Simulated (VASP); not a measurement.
# Sr (I4/mmm) in VASP: notebook

Sr is run at these levels: r2SCAN; tasks: single point.

Everything below comes from runs of VASP 6.6.1. Logs are shortened: lines on timing, memory, paths and dates and some standing lists are left out, and cuts for length are marked.

## 1. The cell of the first run

It takes space group I4/mmm (No. 139, tetragonal). Conventional cell: a = 4.724 Å, b = 4.724 Å, c = 5.176 Å, α = 90.00°, β = 90.00°, γ = 90.00°. Sr (site symmetry 4/mmm) has 14 Sr at 4.23 to 5.18 Å within 5.5 Å.

## 2. Single point, r2SCAN

Input file POSCAR:

```
Sr
1.0
   -2.3619500000      2.3619500000      2.5879477096
    2.3619500000     -2.3619500000      2.5879477096
    2.3619500000      2.3619500000     -2.5879477096
Sr
1
Direct
    0.0000000000      0.0000000000      0.0000000000
```

Input file INCAR.step1:

```
SYSTEM = Sr
ALGO     = Normal         ! electronic algorithm
EDIFF    = 1E-4           ! SCF threshold, eV
ENCUT    = 520            ! plane-wave cutoff, eV
GGA      = PE             ! functional
ISMEAR   = -1             ! smearing method
LASPH    = .True.         ! aspherical terms in the spheres
LCHARG   = .False.        ! write CHGCAR
LREAL    = .False.        ! projectors in reciprocal space
LWAVE    = .True.         ! write WAVECAR
NBANDS   = 11             ! bands
NELM     = 80             ! most SCF steps
PREC     = Accurate       ! precision mode
SIGMA    = 0.3            ! smearing width, eV
```

Input file INCAR.step2:

```
SYSTEM = Sr
ALGO     = Normal         ! electronic algorithm
EDIFF    = 1E-6           ! SCF threshold, eV
ENCUT    = 520            ! plane-wave cutoff, eV
ISIF     = 2              ! what is computed and relaxed
ISMEAR   = -1             ! smearing method
ISTART   = 1            
LASPH    = .True.         ! aspherical terms in the spheres
LCHARG   = .False.        ! write CHGCAR
LMIXTAU  = .True.       
LREAL    = .False.        ! projectors in reciprocal space
LWAVE    = .False.        ! write WAVECAR
METAGGA  = R2SCAN         ! meta-GGA
NBANDS   = 11             ! bands
NELM     = 80             ! most SCF steps
PREC     = Accurate       ! precision mode
SIGMA    = 0.3            ! smearing width, eV
```

Input file KPOINTS:

```
k-points
0
Gamma
  10 10 10
  0 0 0
```

Potentials or basis: VASP PAW PBE potentials, release 64 (Sr_sv).

On the command line:

```
$ cat potpaw_PBE.64/Sr_sv/POTCAR > POTCAR
$ cp INCAR.step1 INCAR
$ mpirun -np 1 vasp_std > vasp.out
$ cp INCAR.step2 INCAR
$ mpirun -np 1 vasp_std > vasp.out
```

OUTCAR:

```text
SYSTEM = Sr
   EDIFF = 1E-6
   ENCUT = 520
   ISIF = 2
   ISMEAR = -1
   ISTART = 1
   LASPH = .True.
   LREAL = .False.
   METAGGA = R2SCAN
   NELM = 80
   PREC = Accurate

 ion  position               nearest neighbor table
   1  0.000  0.000  0.000-

  LATTYP: Found a body centered tetragonal cell.
 ALAT       =     4.7239000000
 C/A-ratio  =     1.0956826815

  Lattice vectors:

 A1 = (  -2.3619500000,   2.3619500000,   2.5879477096)
 A2 = (   2.3619500000,  -2.3619500000,   2.5879477096)
 A3 = (   2.3619500000,   2.3619500000,  -2.5879477096)

Analysis of symmetry for initial positions (statically):
=====================================================================
 Subroutine PRICEL returns:
 Original cell was already a primitive cell.

 Routine SETGRP: Setting up the symmetry group for a
 body centered tetragonal supercell.

 Subroutine GETGRP returns: Found 16 space group operations
 (whereof 16 operations were pure point group operations)
 out of a pool of 16 trial point group operations.

The static configuration has the point symmetry D_4h.

Analysis of symmetry for dynamics (positions and initial velocities):
=====================================================================
 Subroutine PRICEL returns:
 Original cell was already a primitive cell.

 Routine SETGRP: Setting up the symmetry group for a
 body centered tetragonal supercell.

 Subroutine GETGRP returns: Found 16 space group operations
 (whereof 16 operations were pure point group operations)
 out of a pool of 16 trial point group operations.

The dynamic configuration has the point symmetry D_4h.

 Subroutine INISYM returns: Found 16 space group operations
 (whereof 16 operations are pure point group operations),
 and found     1 'primitive' translations

----------------------------------------------------------------------------------------

                                     Primitive cell

  volume of cell :      57.7507

  direct lattice vectors                    reciprocal lattice vectors
    -2.361950000  2.361950000  2.587947710     0.000000000  0.211689494  0.193203285
     2.361950000 -2.361950000  2.587947710     0.211689494  0.000000000  0.193203285
     2.361950000  2.361950000 -2.587947710     0.211689494  0.211689494  0.000000000

  length of vectors
[... 82 lines left out ...]
   EDIFFG = 0.1E-04   stopping-criterion for IOM
   NSW    =      0    number of steps for IOM
   IBRION =     -1    ionic relax: 0-MD 1-quasi-New 2-CG
   NFREE  =      0    steps in history (QN), initial steepest desc. (CG)
   ISIF   =      2    stress and relaxation
   ISYM   =      2    0-nonsym 1-usesym 2-fastsym
   POTIM  = 0.5000    time-step for ionic-motion
   TEBEG  =    0.0;   TEEND  =   0.0 temperature during run
   PSTRESS=    0.0 pullay stress
   NELECT =      10.0000    total number of electrons
   NUPDOWN=      -1.0000    fix difference up-down
   EMIN   =  10.00;   EMAX   =-10.00  energy-range for DOS
   EFERMI =   0.00;   METHOD = LEGACY
   ISMEAR =    -1;   SIGMA  =   0.30  broadening in eV -4-tet -1-fermi 0-gaus
   EFERMI_NEDOS =   21; number of points for ismear=-14 and -15
   IALGO  =     38    algorithm
   IMIX   =      4    mixing-type and parameters
     AMIX     =   0.40;   BMIX     =  1.00
     AMIX_MAG =   1.60;   BMIX_MAG =  1.00
  volume/ion in A,a.u.               =      57.75       389.72
  Fermi-wavevector in a.u.,A,eV,Ry     =   0.912478  1.724334 11.328437  0.832617
  Thomas-Fermi vector in A             =   2.036879
   LORBIT       =      0    0 simple, 1 ext, 2 COOP (PROOUT), +10 PAW based schemes
   METAGGA = R2SCAN    functional components
   LHFCALC =     F    Hartree Fock is set to
   AEXX    =    0.0000 exact exchange contribution
   IVDW    =     0    specifies the selected vdW correction
   LEPSILON=     F    determine dielectric tensor
   LRPA    =     F    only Hartree local field effects (RPA)
 non-spin polarized calculation
  energy-cutoff  :      520.00
  volume of cell :       57.75
 maximum number of plane-waves:      1578
   NGX = 15   NGY = 15   NGZ = 15

 number of electron      10.0000000 magnetization

 Free energy of the ion-electron system (eV)
  ---------------------------------------------------
  ext. energy  EPLUGINS =         0.00000000
  ---------------------------------------------------
  free energy    TOTEN  =       -15.28417140 eV

  energy without entropy =      -14.90985008  energy(sigma->0) =      -15.09701074

 E-fermi :   1.3376     XC(G=0):  -7.6258

 val. band max:        1.3066243577   @ k =  -0.3000  -0.4000   0.1000
 cond. band min:       1.3429794669   @ k =  -0.4000   0.4000   0.4000
 fundamental gap:      0.0363551092
 Fermi energy:         1.3375617093

 k-point     1 :       0.0000    0.0000    0.0000
  band No.  band energies     occupation
      1     -36.6530      2.00000
      2     -17.9231      2.00000
      3     -17.9208      2.00000
      4     -17.9208      2.00000
      5      -2.3034      1.99999
      6       4.0046      0.00028
      7       4.0046      0.00028
      8       4.5137      0.00005
      9       5.0692      0.00001
     10       5.7570      0.00000
     11       9.3573      0.00000
[... 309 lines left out ...]
 k-point    24 :       0.4000    0.3000   -0.0000
  band No.  band energies     occupation
      1     -36.6384      2.00000
      2     -18.0555      2.00000
      3     -18.0221      2.00000
      4     -17.9452      2.00000
      5       1.2835      1.08982
      6       1.7231      0.43341
      7       2.1640      0.11964
      8       5.3227      0.00000
      9       5.8133      0.00000
     10       6.2116      0.00000
     11       7.6155      0.00000

 [... further k-points ...]

------------------------ aborting loop because EDIFF is reached ----------------------------------------

  FORCE on cell =-STRESS in cart. coord.  units (eV):
  Direction    XX          YY          ZZ          XY          YZ          ZX
  --------------------------------------------------------------------------------------
  -------------------------------------------------------------------------------------
  Total       -0.0408301     -0.0408301     -0.0920216      0.0000000     -0.0000000      0.0000000
  in kB       -1.1327501     -1.1327501     -2.5529555      0.0000000     -0.0000000      0.0000000
  external PRESSURE =      -1.6061519 kB  Pullay stress =       0.0000000 kB

 VOLUME and BASIS-vectors are now :
 -----------------------------------------------------------------------------
  energy-cutoff  :      520.00
  volume of cell :       57.75
      direct lattice vectors                 reciprocal lattice vectors
    -2.361950000  2.361950000  2.587947710     0.000000000  0.211689494  0.193203285
     2.361950000 -2.361950000  2.587947710     0.211689494  0.000000000  0.193203285
     2.361950000  2.361950000 -2.587947710     0.211689494  0.211689494  0.000000000

 POSITION                                       TOTAL-FORCE (eV/Angst)
 -----------------------------------------------------------------------------------
      0.00000      0.00000      0.00000         0.000000      0.000000      0.000000
 -----------------------------------------------------------------------------------
    total drift:                                0.000000      0.000000     -0.000000

  FREE ENERGIE OF THE ION-ELECTRON SYSTEM (eV)
  ---------------------------------------------------
  free  energy   TOTEN  =       -15.2841713954 eV

  energy  without entropy=      -14.9098500784  energy(sigma->0) =      -15.09701074
```

OSZICAR.step1:

```text
N       E                     dE             d eps       ncg     rms          rms(c)
DAV:   1     0.344512383665E+02    0.34451E+02   -0.47210E+03  2244   0.779E+02
DAV:   2    -0.760015502962E-01   -0.34527E+02   -0.33914E+02  2618   0.150E+02
DAV:   3    -0.174733924209E+01   -0.16713E+01   -0.16527E+01  3436   0.236E+01
DAV:   4    -0.181919853439E+01   -0.71859E-01   -0.71688E-01  2977   0.441E+00
DAV:   5    -0.182027889000E+01   -0.10804E-02   -0.10803E-02  3207   0.469E-01    0.113E+01
DAV:   6    -0.182360385916E+01   -0.33250E-02   -0.83475E-03  2750   0.102E+00    0.635E+00
DAV:   7    -0.182643221184E+01   -0.28284E-02   -0.13528E-02  2448   0.131E+00    0.335E-01
DAV:   8    -0.182647208141E+01   -0.39870E-04   -0.15856E-03  3385   0.242E-01    0.982E-02
DAV:   9    -0.182649994308E+01   -0.27862E-04   -0.39823E-05  1786   0.515E-02
   1 F= -.18264999E+01 E0= -.16273655E+01  d E =-.398269E+00
```

It took 66 s on 1 thread of Intel Xeon 6975P-C (Granite Rapids), shared host; peak memory 0.22 GiB.

Results:

```yaml
Free_energy: -15.2842 eV
Pressure: -0.2 GPa
Band_gap_on_the_k_mesh: zero (bands 5 and 6 overlap by 0.19 eV)
```

Stress tensor (GPa, compression positive):
```
-0.11  0.00  0.00
 0.00 -0.11  0.00
 0.00  0.00 -0.26
```

Levels at points of the mesh, in eV from the Fermi level:
```csv
k point,band 3,band 4,band 5,band 6,band 7,band 8
"(0.00, 0.00, 0.00)",-19.26,-19.26,-3.64,2.67,2.67,3.18
"(0.50, 0.00, 0.00)",-19.31,-19.26,-0.85,0.10,1.80,3.61
"(0.50, 0.50, 0.00)",-19.33,-19.27,-0.69,0.38,1.22,4.38
"(0.50, 0.50, 0.50)",-19.37,-19.37,-0.04,0.20,2.96,4.25
```

Caveat: so wide a smearing shifts energies and pressures; the PAW data sets were made with another functional, which shifts forces and pressure a little.

[end of part 1 of 2]
